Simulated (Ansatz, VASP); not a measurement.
## PbSe: VASP beside Ansatz

```
Pb Se
1.0
     2.15488   -6.13395    0.00000
     2.15488    6.13395    0.00000
     0.00000    0.00000    4.45049
Pb Se
2 2
Cartesian
  2.1549 -1.6164 3.3379
  2.1549 1.6164 1.1126
  2.1549 -4.4323 3.3379
  2.1549 4.4323 1.1126
```

Alike in both runs: task single point; functional PBEsol; k mesh 6 × 6 × 6; no spin polarisation.

|  | VASP | Ansatz |
| --- | --- | --- |
| version | VASP 6.6.1 | Ansatz 0.2.0 |
| potentials or method | VASP PAW PBE potentials, release 64 (Pb_d, Se), cutoff 500 eV | plane waves, PAW |
| occupations | gaussian, width 0.01 eV | fixed |
| valence electrons in the cell | 40 | 60 |

```tsv
	VASP	Ansatz	Ansatz less VASP
gap on the k mesh at the Fermi level (eV)	1.07	1.07	+0.002
```

VASP's potentials were made for PBE, not for PBEsol. VASP's potentials hold 40 valence electrons a cell and Ansatz's 60, so a difference there can come from the potentials and not from the codes.

Neither program's run includes spin-orbit coupling.
